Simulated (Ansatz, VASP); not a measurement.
C: VASP beside Ansatz

```
C
1.0
    -1.23249   -2.13474    0.00000
     1.23249   -2.13474    0.00000
     0.00000    0.00000   13.47687
C
8
Cartesian
  0.0000 -4.2695 0.0168
  0.0000 -4.2695 6.7553
  0.0000 0.0000 3.3861
  0.0000 0.0000 10.1245
  0.0000 -2.8463 0.0168
  0.0000 -2.8463 6.7553
  0.0000 -1.4232 3.3861
  0.0000 -1.4232 10.1245
```

Alike in both runs: task single point; functional PBE; dispersion D3(BJ); k mesh 22 × 22 × 4; occupations gaussian, width 0.15 eV; no spin polarisation.

```csv
,VASP,Ansatz
version,VASP 6.6.1,Ansatz 0.2.0
potentials or method,"VASP PAW PBE potentials, release 64 (C), cutoff 520 eV","scalar-relativistic, plane waves, PAW"
valence electrons in the cell,32,32
```

Ansatz gave:

```
gap on the k mesh at the Fermi level (eV)                     : 0.31
least direct gap on the mesh (eV)                             : 0.31
pressure (GPa)                                                : 0.0
traceless stress, the component that is largest in VASP (GPa) : 0.05
```

Q: Which values does VASP return?

A: gap on the k mesh at the Fermi level (eV): 0.31; least direct gap on the mesh (eV): 0.31; pressure (GPa): 0.4; traceless stress, the component that is largest in VASP (GPa): -0.47.
